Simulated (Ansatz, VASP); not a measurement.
**Two plane-wave programs on InP**

POSCAR

```
InP
1.0
    0.0000000000      2.9519763857      2.9519763857
    2.9519763857      0.0000000000      2.9519763857
    2.9519763857      2.9519763857      0.0000000000
In P
1 1
Direct
    0.0000000000      0.0000000000      0.0000000000
    0.2500000000      0.2500000000      0.2500000000
```

INCAR.step1

```
ALGO     = Normal         # electronic algorithm
EDIFF    = 1E-4           # SCF threshold, eV
ENCUT    = 600            # plane-wave cutoff, eV
GGA      = PE             # functional
ISMEAR   = 0              # smearing method
LASPH    = T              # aspherical terms in the spheres
LCHARG   = F              # write CHGCAR
LREAL    = F              # projectors in reciprocal space
LWAVE    = T              # write WAVECAR
NELM     = 80             # most SCF steps
PREC     = Accurate       # precision mode
SIGMA    = 0.02           # smearing width, eV
```

Contents of INCAR.step2:

```
ALGO     = Normal         # electronic algorithm
EDIFF    = 1E-6           # SCF threshold, eV
EDIFFG   = -0.005         # ionic threshold
ENCUT    = 600            # plane-wave cutoff, eV
IBRION   = 2              # ionic algorithm
ISIF     = 3              # what is computed and relaxed
ISMEAR   = 0              # smearing method
ISTART   = 1            
LASPH    = T              # aspherical terms in the spheres
LCHARG   = F              # write CHGCAR
LMIXTAU  = T            
LREAL    = F              # projectors in reciprocal space
LWAVE    = F              # write WAVECAR
METAGGA  = R2SCAN         # meta-GGA
NELM     = 80             # most SCF steps
NSW      = 100            # ionic steps
PREC     = Accurate       # precision mode
SIGMA    = 0.02           # smearing width, eV
```

File KPOINTS:

```
k-points
0
Gamma
  8 8 8
```

Input for Ansatz:

```yaml
crystal:
  lattice:
    - [0.0, 2.9519763857, 2.9519763857]
    - [2.9519763857, 0.0, 2.9519763857]
    - [2.9519763857, 2.9519763857, 0.0]
  atoms:
    - { symbol: In, position: [0.0, 0.0, 0.0] }
    - { symbol: P, position: [0.25, 0.25, 0.25] }
basis:
  ecutwfc: 500
kpoints:
  mp_grid: { grid: [8, 8, 8] }
hamiltonian:
  xc: r2scan
scf:
  occupations: { method: gaussian, width: 0.02 }
output:
  forces: true
  stress: true
  eigenvalues: true
relax:
  adjacent_minimum: "off"
  f_tol: 0.005
  max_steps: 80
  cell: { stress_tol: 0.05 }
```

Alike in both runs: task relaxation of cell and atoms; functional r2SCAN; k mesh 8 × 8 × 8; occupations gaussian, width 0.02 eV; no spin polarisation.

```csv
,VASP,Ansatz
version,VASP 6.6.1,Ansatz 0.2.0
potentials or method,"VASP PAW PBE potentials, release 64 (In_d, P), cutoff 600 eV","scalar-relativistic, plane waves, PAW"
valence electrons in the cell,18,18
```

Ansatz gave:

| Quantity | Value |
| --- | --- |
| gap on the k mesh at the Fermi level, each at its own relaxed structure (eV) | 1.03 |
| relaxed volume (Å³/atom) | 25.77 |
| relaxed length of the cell vector where the two differ most in proportion (Å) | 4.177 |

Problem. Estimate VASP's values.

Solution. gap on the k mesh at the Fermi level, each at its own relaxed structure (eV): 1.04; relaxed volume (Å³/atom): 25.72; relaxed length of the cell vector where the two differ most in proportion (Å): 4.175.

VASP's potentials were made for PBE, not for r2SCAN.

Noted on VASP's run: the relaxation stopped at its first step, so nothing moved.
